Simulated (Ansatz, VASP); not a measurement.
One calculation of NiO, two programs

The input INCAR:

```
ALGO = Normal
EDIFF = 1E-6
ENCUT = 520
ISIF = 2
ISMEAR = 0
ISPIN = 2
LASPH = T
LCHARG = F
LDAU = T
LDAUJ = 0 0
LDAUL = 2 -1
LDAUPRINT = 1
LDAUTYPE = 2
LDAUU = 4 0
LMAXMIX = 4
LORBIT = 11
LREAL = F
LWAVE = F
MAGMOM = 1.64 1.64 0.29 0.29
NBANDS = 28
NELM = 150
PREC = Accurate
SIGMA = 0.05
```

File KPOINTS:

```
k-points
0
Gamma
  8 8 8
```

File POSCAR:

```
NiO
1.0
    0.0000000000      2.0913095100      2.0913095100
    2.0913095100      0.0000000000      2.0913095100
    4.1826190200      4.1826190200      0.0000000000
Ni O
2 2
Direct
    0.0000000000      0.0000000000      0.0000000000
    0.0000000000      0.0000000000      0.5000000000
    0.5000000000      0.5000000000      0.2500000000
    0.5000000000      0.5000000000      0.7500000000
```

Input for Ansatz:

```yaml
crystal:
  lattice:
    - [0.0, 2.09130951, 2.09130951]
    - [2.09130951, 0.0, 2.09130951]
    - [4.18261902, 4.18261902, 0.0]
  atoms:
    - { symbol: Ni, position: [0.0, 0.0, 0.0], spin: 1.0 }
    - { symbol: O, position: [0.5, 0.5, 0.25] }
    - { symbol: Ni, position: [0.0, 0.0, 0.5], spin: 1.0 }
    - { symbol: O, position: [0.5, 0.5, 0.75] }
basis:
  ecutwfc: 420
  ecutrho_ratio: 4
kpoints:
  mp_grid: { grid: [8, 8, 8] }
hamiltonian:
  xc: lda
  hubbard:
    sites: [{ site: 0, l: d, u_eff: 4.0 }, { site: 2, l: d, u_eff: 4.0 }]
scf:
  occupations: { method: gaussian, width: 0.05 }
  lower_state_search: "off"
  max_iter: 150
output:
  forces: true
  stress: true
  eigenvalues: true
  populations: true
  hubbard: { sites: [{ site: 0, l: d }, { site: 2, l: d }] }
magnetization:
  spin_polarized: true
  initial_magnetization: 2.0
  spin_locking: { lock_magnetization: soft, n_iters: 12 }
```

Alike in both runs: task single point; functional LDA; k mesh 8 × 8 × 8; occupations gaussian, width 0.05 eV; collinear spin; Hubbard terms Ni d U = 4.0 eV.

|  | VASP | Ansatz |
| --- | --- | --- |
| version | VASP 6.6.1 | Ansatz 0.2.0 |
| potentials or method | VASP PAW LDA potentials, release 64 (Ni, O), cutoff 520 eV | scalar-relativistic, plane waves, PAW |
| valence electrons in the cell | 32 | 48 |

```tsv
	VASP	Ansatz	Ansatz less VASP
gap on the k mesh at the Fermi level (eV)	0.68	0.61	-0.071
least direct gap on the mesh (eV)	0.68	0.61	-0.071
pressure (GPa)	-14.7	-8.1	+6.61
net moment per atom (μB)	1.00	1.00	0.000
size of the moment on the site where the two differ most (μB)	1.70	1.64	-0.063
```

LDA's correlation is that of Perdew and Zunger in VASP and of Perdew and Wang (1992) in Ansatz. Site moments also hang on the region over which each program counts them. The programs project onto different local orbitals, so the same U acts differently, and such runs can settle in different states. VASP's potentials hold 32 valence electrons a cell and Ansatz's 48, so a difference there can come from the potentials and not from the codes. Ansatz's warnings: stress scf threshold loose.
